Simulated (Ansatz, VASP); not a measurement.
One calculation of Rh, two programs

File INCAR:

```
SYSTEM = Rh
  PREC = Accurate
  ENCUT = 500
  EDIFF = 1E-6
  ISMEAR = -1
  SIGMA = 0.05
  LREAL = .FALSE.
  LASPH = .TRUE.
  NELM = 120
  ALGO = Normal
  ISIF = 2
  LWAVE = .FALSE.
  LCHARG = .FALSE.
  GGA = PE
  NBANDS = 22
  GGA_COMPAT = .FALSE.
```

The input KPOINTS:

```
regular mesh
0
G
  13 13 13
  0 0 0
```

File POSCAR:

```
Rh
1.0
    0.0000000000      2.6412646104      2.6412646104
    2.6412646104      0.0000000000      2.6412646104
    2.6412646104      2.6412646104      0.0000000000
Rh
2
Direct
   -0.1250000000     -0.1250000000     -0.1250000000
    0.1250000000      0.1250000000      0.1250000000
```

Input for Ansatz:

```yaml
crystal:
  lattice:
    - [0.0, 2.6412646104, 2.6412646104]
    - [2.6412646104, 0.0, 2.6412646104]
    - [2.6412646104, 2.6412646104, 0.0]
  atoms:
    - { symbol: Rh, position: [-0.125, -0.125, -0.125] }
    - { symbol: Rh, position: [0.125, 0.125, 0.125] }
kpoints:
  mp_grid: { grid: [13, 13, 13] }
scf:
  occupations: { method: fermi_dirac, width: 0.05 }
hamiltonian:
  xc: pbe
  pseudopotentials: { kind: paw }
output:
  forces: true
  stress: true
  eigenvalues: true
  populations: true
  write_density: true
  write_potential: true
  elf: true
  volumetric_format: npy
```

Change from the starting cell: volume scaled by 0.88, PAW files.

Alike in both runs: task single point; functional PBE; k mesh 13 × 13 × 13; occupations fermi-dirac, width 0.05 eV; no spin polarisation.

|  | VASP | Ansatz |
| --- | --- | --- |
| version | VASP 6.6.1 | Ansatz 0.2.0 |
| potentials or method | VASP PAW PBE potentials, release 64 (Rh_pv) | PAW with Ansatz's default frozen-core files, scalar-relativistic |
| plane-wave cutoff (eV) | 500 | 420 |
| valence electrons in the cell | 30 | 34 |

```tsv
	VASP	Ansatz	Ansatz less VASP
pressure (GPa)	23.2	22.9	-0.33
```

VASP's potentials hold 30 valence electrons a cell and Ansatz's 34, so a difference there can come from the potentials and not from the codes.
